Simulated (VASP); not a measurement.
A run of VASP 6.6.1:

Contents of INCAR:

```
ALGO = Normal ; EDIFF = 1E-6
ENCUT = 520 ; GGA = PE
ISIF = 2 ; ISMEAR = -1
LASPH = True ; LCHARG = False
LREAL = False ; LWAVE = False
NBANDS = 25 ; NELM = 80
PREC = Accurate ; SIGMA = 0.1
```

Contents of KPOINTS:

```
k-points
0
Gamma
  9 9 12
```

File POSCAR:

```
Zn
1.0
    4.3324217750      0.0000000000      0.0000000000
   -2.1662108875      3.7519873170      0.0000000000
    0.0000000000      0.0000000000      2.6417467203
Zn
3
Direct
    0.0000000000      0.0000000000      0.0000000000
    0.3333333333      0.6666666667      0.5000000000
    0.6666666667      0.3333333333      0.5000000000
```

Potentials or basis: VASP PAW PBE potentials, release 64 (Zn).

Launch:

```bash
$ cat potpaw_PBE.64/Zn/POTCAR > POTCAR
$ mpirun -np 1 vasp_std > vasp.out
```

Hardware: 1 thread of AMD EPYC 9R45 96-Core Processor (Zen 5), on a shared host.

Task: How long does it take, and how much memory?

Result: Wall time 34 s on 1 thread of AMD EPYC 9R45 96-Core Processor (Zen 5), with other jobs on the host, peak memory 0.17 GiB. Counts: scf iterations 12, k points 84.
